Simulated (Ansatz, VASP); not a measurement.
**Two plane-wave programs on ScAl**

```
Sc Al
1.0
     3.33506    0.00000    0.00000
     0.00000    3.33506    0.00000
     0.00000    0.00000    3.33506
Sc Al
1 1
Direct
  0.50000 0.50000 0.50000
  0.00000 0.00000 0.00000
```

Alike in both runs: task single point; functional r2SCAN; k mesh 12 × 12 × 12; occupations gaussian, width 0.1 eV; no spin polarisation.

|  | VASP | Ansatz |
| --- | --- | --- |
| version | VASP 6.6.1 | Ansatz 0.2.0 |
| potentials or method | VASP PAW PBE potentials, release 64 (Sc_sv, Al), cutoff 520 eV | scalar-relativistic, plane waves, PAW |
| valence electrons in the cell | 14 | 14 |

```tsv
	VASP	Ansatz	Ansatz less VASP
gap on the k mesh at the Fermi level (eV)	none	none	-
pressure (GPa)	2.9	2.7	-0.23
```

VASP's potentials were made for PBE, not for r2SCAN. A gap of «none» marks a metal or a gap that the smearing closes. The functional is the same, so the differences come from potentials, cutoffs and numerics.
